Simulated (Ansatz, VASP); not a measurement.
## SnS3 in VASP and in Ansatz

File INCAR:

```
  PREC = Accurate
  ENCUT = 600
  EDIFF = 1E-6
  ISMEAR = 0
  SIGMA = 0.1
  LREAL = F
  LASPH = T
  NELM = 80
  ALGO = Normal
  ISIF = 3
  LWAVE = F
  LCHARG = F
  GGA = PE
  IBRION = 2
  NSW = 90
  EDIFFG = -0.04
```

The input KPOINTS:

```
regular mesh
0
Gamma
  4 4 4
```

File POSCAR:

```
SnS3
1.0
    0.0000000000      3.7136280600      3.7136280600
    3.7136280600      0.0000000000      3.7136280600
    3.7136280600      3.7136280600      0.0000000000
Sn S
1 3
Direct
    0.5000000000      0.5000000000      0.5000000000
    0.0000000000      0.0000000000      0.0000000000
    0.2500000000      0.2500000000      0.2500000000
    0.7500000000      0.7500000000      0.7500000000
```

Input for Ansatz:

```yaml
crystal:
  lattice:
    - [0.0, 3.71362806, 3.71362806]
    - [3.71362806, 0.0, 3.71362806]
    - [3.71362806, 3.71362806, 0.0]
  atoms:
    - { symbol: Sn, position: [0.5, 0.5, 0.5] }
    - { symbol: S, position: [0.0, 0.0, 0.0] }
    - { symbol: S, position: [0.25, 0.25, 0.25] }
    - { symbol: S, position: [0.75, 0.75, 0.75] }
basis:
  ecutwfc: 420
kpoints:
  mp_grid: { grid: [4, 4, 4] }
hamiltonian:
  xc: pbe
scf:
  occupations: { method: gaussian, width: 0.1 }
  lower_state_search: "off"
output:
  forces: true
  stress: true
  eigenvalues: true
relax:
  adjacent_minimum: "off"
  f_tol: 0.04
  max_steps: 70
  cell: { stress_tol: 0.4 }
```

Alike in both runs: task relaxation of cell and atoms; functional PBE; k mesh 4 × 4 × 4; occupations gaussian, width 0.1 eV; no spin polarisation.

```csv
,VASP,Ansatz
version,VASP 6.6.1,Ansatz 0.2.0
potentials or method,"VASP PAW PBE potentials, release 64 (Sn_d, S), cutoff 600 eV","scalar-relativistic, plane waves, PAW"
valence electrons in the cell,32,32
```

```csv
,VASP,Ansatz,Ansatz less VASP
"gap on the k mesh at the Fermi level, each at its own relaxed structure (eV)",none,none,-
relaxed volume (Å³/atom),18.91,18.82,-0.087
relaxed cell length with the largest relative difference (Å),4.747,4.740,-0.0073
```

A gap of «none» marks a metal or a gap that the smearing closes.

The k mesh is coarse, so the values compare programs but aren't converged. Noted on VASP's run: the volume moved by over 15 % at a fixed basis, so the end points are rough.
